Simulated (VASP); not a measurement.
Crystal: Ge.

```
Ge
1.0
    -2.57449    2.57449    1.39741
     2.57449   -2.57449    1.39741
     2.57449    2.57449   -1.39741
Ge
2
Direct
  0.25000 0.75000 0.50000
  0.50000 0.50000 0.00000
```

Base run:

| Item | Value |
| --- | --- |
| Program | VASP 6.6.1 |
| Functional | r2SCAN |
| Potentials or basis | VASP PAW PBE potentials, release 64 (Ge_d) |
| Cutoff | 520 eV |
| k mesh | 12 × 12 × 12, shifted |
| Occupations | fermi-dirac, width 0.2 eV |
| Spin | no spin polarisation |

Its results: band gap on the k mesh zero (bands 14 and 15 overlap by 5.06 eV); pressure 0.5 GPa.

The run is repeated on the same cell with these changes: occupations from fermi-dirac, width 0.2 eV to fermi-dirac, width 0.5 eV; further incar settings from ALGO = Normal; EDIFF = 1e-06; NBANDS = 21 to ALGO = Normal; EDIFF = 1e-07; NBANDS = 21. What comes out?

Band gap on the k mesh zero (bands 14 and 15 overlap by 5.06 eV); pressure 2.0 GPa.

Caveats: the PAW data sets were made with another functional, which shifts forces and pressure a little; so wide a smearing shifts energies and pressures (at least some runs).
